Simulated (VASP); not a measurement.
**ScC3: single point with PBEsol**

Crystal: ScC3.

```xyz
4
Lattice="3.3628 0.0000 0.0000 0.0000 3.3628 0.0000 0.0000 0.0000 3.3628" Properties=species:S:1:pos:R:3 pbc="T T T"
Sc    0.0000    0.0000    0.0000
C     0.0000    1.6814    1.6814
C     1.6814    0.0000    1.6814
C     1.6814    1.6814    0.0000
```

This cell differs from its parent crystal: Al replaced by Sc, lengths x 1.084, strained.

| Property | Result |
| --- | --- |
| Program | VASP 6.6.1 |
| Task | single point |
| Functional | PBEsol |
| Potentials or basis | VASP PAW PBE potentials, release 64 (Sc_sv, C) |
| Cutoff | 520 eV |
| k mesh | 12 × 12 × 12 |
| Occupations | gaussian, width 0.1 eV |
| Spin | no spin polarisation |
| Dipole correction | no |
| Further INCAR settings | ALGO = Normal; EDIFF = 1e-06; NBANDS = 20 |

| Property | Result |
| --- | --- |
| Pressure | -11.4 GPa |
| Band gap on the k mesh | zero (an odd number of electrons rules out a gap without spin polarisation) |

Levels at points of the mesh, in eV from the Fermi level:
```csv
k point,band 9,band 10,band 11,band 12,band 13,band 14
"(0.00, 0.00, 0.00)",-4.00,-4.00,1.23,1.23,1.23,3.19
"(0.50, 0.00, 0.00)",-3.98,-2.96,-0.52,-0.52,0.44,1.14
"(0.50, 0.50, 0.00)",-2.35,-2.35,-1.12,-0.26,0.48,0.48
"(0.50, 0.50, 0.50)",-4.55,-4.55,-4.55,4.48,4.48,4.48
```

Wall time 120 s on 1 thread of Intel Xeon 8259CL, on a shared host, peak memory 0.19 GiB.

Caveat: the cell differs from its parent crystal (Al replaced by Sc, lengths x 1.084, strained); the cell stands under tension; the PAW data sets were made with another functional, which shifts forces and pressure a little.
